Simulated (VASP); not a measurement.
Set up this calculation in VASP 6.6.1, as the native input.

| Item | Value |
| --- | --- |
| Task | relaxation of cell and atoms |
| Functional | PBE |
| Potentials or basis | VASP PAW PBE potentials, release 64 (Ta_pv, F) |
| Cutoff | 600 eV |
| k mesh | 7 × 7 × 7 |
| Occupations | fermi-dirac, width 0.05 eV |
| Spin | no spin polarisation |
| Dipole correction | no |
| Further INCAR settings | ALGO = Normal; EDIFF = 1e-06; IBRION = 2; EDIFFG = -0.01; NSW = 60; ISIF = 3 |

The structure of TaF3 lies in POSCAR:

```
TaF3
1.0
    3.9012000000      0.0000000000      0.0000000000
    0.0000000000      3.9012000000      0.0000000000
    0.0000000000      0.0000000000      3.9012000000
Ta F
1 3
Direct
    0.0000000000      0.0000000000      0.0000000000
    0.0000000000      0.0000000000      0.5000000000
    0.0000000000      0.5000000000      0.0000000000
    0.5000000000      0.0000000000      0.0000000000
```

These files were run (other wordings do the same):

INCAR

```
ALGO = Normal ; EDIFF = 1E-6
EDIFFG = -0.01 ; ENCUT = 600
GGA = PE ; IBRION = 2
ISIF = 3 ; ISMEAR = -1
LASPH = T ; LCHARG = F
LREAL = F ; LWAVE = F
NELM = 60 ; NSW = 60
PREC = Accurate ; SIGMA = 0.05
```

KPOINTS

```
k-points
0
Gamma
  7 7 7
```

Potentials or basis: VASP PAW PBE potentials, release 64 (Ta_pv, F).

Launch:

```bash
$ cat potpaw_PBE.64/Ta_pv/POTCAR potpaw_PBE.64/F/POTCAR > POTCAR
$ mpirun -np 1 vasp_std > vasp.out
```

Results of the run:

```
Relaxed volume                         : 17.57 Å³/atom
Relaxed cell                           : a = 4.127 Å, b = 4.127 Å, c = 4.127 Å, α = 90.00°, β = 90.00°, γ = 90.00°
Space group after relaxing (to 0.05 Å) : Pm-3m (No. 221)
Energy gained by relaxing              : 189.5 meV/atom
Ionic steps                            : 4
Pressure after relaxing                : 0.0 GPa
Band gap on the k mesh                 : zero (band 16 reaches 4.41 eV, above the bottom of band 17 at 2.34 eV)
```

Caveat: the volume moved by over 15 % at a fixed basis, so the end points are rough; spin-orbit coupling is left out, which moves the levels of the heavy elements; the volume moved by +18 % from the deposited cell, more than functionals usually miss.

It took 58 s on 1 thread of AMD EPYC 7R43 64-Core Processor (Zen 3) (shared host), peak memory 0.16 GiB.
